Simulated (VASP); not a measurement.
## Na: single point with PBEsol

Na:

```
Na
1.0
    -2.08574    2.08574    2.11750
     2.08574   -2.08574    2.11750
     2.08574    2.08574   -2.11750
Na
1
Direct
  0.00000 0.00000 0.00000
```

This cell differs from its parent crystal: strain -0.015 along x and y, +0.000 along z.

```yaml
Program: VASP 6.6.1
Task: single point
Functional: PBEsol
Potentials_or_basis: VASP PAW PBE potentials, release 64 (Na_pv)
Cutoff: 520 eV
k_mesh: 16 × 16 × 16
Occupations: gaussian, width 0.15 eV
Spin: no spin polarisation
Dipole_correction: no
Further_INCAR_settings: ALGO = Normal; EDIFF = 1e-07; NBANDS = 10
```

```json
{
 "Pressure": "-0.1 GPa"
}
```

Levels at points of the mesh, in eV from the Fermi level:
| k point | band 1 | band 2 | band 3 | band 4 | band 5 | band 6 |
| --- | --- | --- | --- | --- | --- | --- |
| (0.00, 0.00, 0.00) | -24.78 | -24.78 | -24.78 | -3.29 | 11.70 | 11.70 |
| (0.50, 0.00, 0.00) | -24.82 | -24.79 | -24.78 | 0.73 | 1.21 | 8.29 |
| (0.50, 0.50, 0.00) | -24.82 | -24.79 | -24.78 | 0.79 | 1.28 | 8.10 |
| (0.50, 0.50, 0.50) | -24.81 | -24.81 | -24.81 | 4.46 | 4.59 | 4.74 |

Run time: 2.4 min on 1 thread of AMD EPYC 7R13 (shared host), peak memory 0.2 GiB.

Caveat: the cell differs from its parent crystal (strain -0.015 along x and y, +0.000 along z); the PAW data sets were made with another functional, which shifts forces and pressure a little.
